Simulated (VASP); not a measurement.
Write the native input for VASP 6.6.1 that does the following.

| Quantity | Value |
| --- | --- |
| Task | relaxation of cell and atoms |
| Functional | PBEsol |
| Potentials or basis | VASP PAW PBE potentials, release 64 (Sr_sv, O) |
| Cutoff | 600 eV |
| k mesh | 8 × 8 × 8 |
| Occupations | gaussian, width 0.01 eV |
| Spin | no spin polarisation |
| Target pressure | 7 GPa |
| Dipole correction | no |
| Further INCAR settings | ALGO = Normal; EDIFF = 1e-06; IBRION = 2; EDIFFG = -0.002; NSW = 100; ISIF = 3 |

The structure of SrO lies in POSCAR:

```
SrO
1.0
    0.0000000000      2.5614442881      2.5614442881
    2.5614442881      0.0000000000      2.5614442881
    2.5614442881      2.5614442881      0.0000000000
Sr O
1 1
Direct
    0.5000000000      0.5000000000      0.5000000000
    0.0000000000      0.0000000000      0.0000000000
```

The input as run:

INCAR

```
SYSTEM = SrO
PREC = Accurate
ENCUT = 600
EDIFF = 1E-6
ISMEAR = 0
SIGMA = 0.01
LREAL = .FALSE.
LASPH = .TRUE.
NELM = 60
ALGO = Normal
ISIF = 3
LWAVE = .FALSE.
LCHARG = .FALSE.
GGA = PS
IBRION = 2
NSW = 100
EDIFFG = -0.002
PSTRESS = 70.0
```

KPOINTS

```
Automatic mesh
0
G
  8 8 8
  0 0 0
```

Potentials or basis: VASP PAW PBE potentials, release 64 (Sr_sv, O).

Launch:

```bash
$ cat potpaw_PBE.64/Sr_sv/POTCAR potpaw_PBE.64/O/POTCAR > POTCAR
$ mpirun -np 1 vasp_std > vasp.out
```

Results of the run:

- Relaxed volume: 15.84 Å³/atom
- Relaxed cell: a = 3.552 Å, b = 3.552 Å, c = 3.552 Å, α = 60.00°, β = 60.00°, γ = 60.00°
- Space group after relaxing (to 0.05 Å): Fm-3m (No. 225)
- Energy change on relaxing (the enthalpy is what falls): +21.7 meV/atom
- Ionic steps: 7
- Pressure after relaxing: 7.0 GPa
- Band gap on the k mesh: 3.09 eV, indirect (least direct gap 3.12 eV)

Caveat: the cell is relaxed towards a set pressure, so the enthalpy falls and the energy may rise; the PAW data sets were made with another functional, which shifts forces and pressure a little.

It took 64 s on 1 thread of Intel(R) Xeon(R) Platinum 8259CL CPU @ 2.50GHz (Skylake/Cascade Lake), on a shared host, peak memory 0.18 GiB.
